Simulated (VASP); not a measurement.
Wanted: the native input for a VASP 6.6.1 run.

```
Task                   : single point
Functional             : PBE
Potentials or basis    : VASP PAW PBE potentials, release 64 (Cu, I)
Cutoff                 : 520 eV
k mesh                 : 12 × 12 × 12
Occupations            : fermi-dirac, width 0.05 eV
Spin                   : no spin polarisation
Dipole correction      : no
Further INCAR settings : ALGO = Normal; EDIFF = 1e-07; NBANDS = 16
```

The structure of CuI (zincblende type) lies in POSCAR:

```
CuI
1.0
    0.0000000000      3.0395164954      3.0395164954
    3.0395164954      0.0000000000      3.0395164954
    3.0395164954      3.0395164954      0.0000000000
Cu I
1 1
Direct
    0.0000000000      0.0000000000      0.0000000000
    0.2500000000      0.2500000000      0.2500000000
```

These files were run (other wordings do the same):

INCAR

```
  PREC = Accurate
  ENCUT = 520
  EDIFF = 1E-7
  ISMEAR = -1
  SIGMA = 0.05
  LREAL = False
  LASPH = True
  NELM = 80
  ALGO = Normal
  ISIF = 2
  LWAVE = False
  LCHARG = False
  GGA = PE
  NBANDS = 16
```

KPOINTS

```
Automatic mesh
0
Gamma
  12 12 12
```

Potentials or basis: VASP PAW PBE potentials, release 64 (Cu, I).

Command:

```sh
$ cat potpaw_PBE.64/Cu/POTCAR potpaw_PBE.64/I/POTCAR > POTCAR
$ mpirun -np 1 vasp_std > vasp.out
```

It gave:

```yaml
Pressure: 0.0 GPa
Band_gap_on_the_k_mesh: 1.12 eV
```

Caveat: spin-orbit coupling is left out, which moves the levels of the heavy elements.

Run time: 70 s on 1 thread of Oxide Virtual Turin-like Processor, with other jobs on the host, peak memory 0.18 GiB.
